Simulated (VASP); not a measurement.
Wanted: the native input for a VASP 6.6.1 run.

| Quantity | Value |
| --- | --- |
| Task | single point |
| Functional | PBE |
| Potentials or basis | VASP PAW PBE potentials, release 64 (N, Ti_sv) |
| Cutoff | 520 eV |
| k mesh | 9 × 9 × 1 |
| Occupations | gaussian, width 0.1 eV |
| Spin | collinear spin |
| Starting moments | [0.0, 0.0, 0.0, 0.0, 3.0, 0.0, 0.0, 0.0] μB |
| Dipole correction | yes |
| Further INCAR settings | ALGO = Normal; EDIFF = 1e-06; NBANDS = 44 |

The structure of Ti3N5 lies in POSCAR:

```
Ti3N5
1.0
    3.0028555063      0.0000000000      0.0000000000
   -1.5014277532      2.6005491524      0.0000000000
    0.0000000000      0.0000000000     24.1233847547
N Ti
5 3
Direct
    0.3333333333      0.6666666667      0.1658142106
    0.0000000000      0.0000000000      0.2674509120
    0.6666666667      0.3333333333      0.3654788005
    0.3333333333      0.6666666667      0.4611038156
    0.3333333333      0.6666666667      0.5170661116
    0.6666666667      0.3333333333      0.2166325614
    0.3333333333      0.6666666667      0.3190139885
    0.0000000000      0.0000000000      0.4290633808
```

The input as run:

INCAR

```
ALGO     = Normal         # electronic algorithm
DIPOL    = 0.5 0.5 0.343
EDIFF    = 1E-6           # SCF threshold, eV
ENCUT    = 520            # plane-wave cutoff, eV
GGA      = PE             # functional
IDIPOL   = 3            
ISIF     = 2              # what is computed and relaxed
ISMEAR   = 0              # smearing method
ISPIN    = 2              # spin polarisation
LASPH    = T              # aspherical terms in the spheres
LCHARG   = F              # write CHGCAR
LDIPOL   = T            
LMAXMIX  = 4              # l up to which the mixer works
LORBIT   = 11             # projections on sites
LREAL    = F              # projectors in reciprocal space
LWAVE    = F              # write WAVECAR
MAGMOM   = 0 0 0 0 3 0 0 0 # initial moments
NBANDS   = 44             # bands
NELM     = 150            # most SCF steps
PREC     = Accurate       # precision mode
SIGMA    = 0.1            # smearing width, eV
```

KPOINTS

```
k-points
0
Gamma
  9 9 1
```

Potentials or basis: VASP PAW PBE potentials, release 64 (N, Ti_sv).

Launch:

```console
$ cat potpaw_PBE.64/N/POTCAR potpaw_PBE.64/Ti_sv/POTCAR > POTCAR
$ mpirun -np 1 vasp_std > vasp.out
```

It gave:

| Property | Result |
| --- | --- |
| Largest force | 5.702 eV/Å |
| Net moment | 1.20 μB per cell |
| Site moments | N +0.04, +0.00, +0.01, +0.02, +0.74; Ti -0.01, +0.01, +0.10 μB |
| Valence electrons inside the program's atomic spheres | N 3.51, 3.75, 3.72, 3.92, 3.52; Ti 10.31, 10.37, 10.53 |

Wall time 15 min on 1 thread of Oxide Virtual Turin-like Processor, on a shared host, peak memory 0.44 GiB.
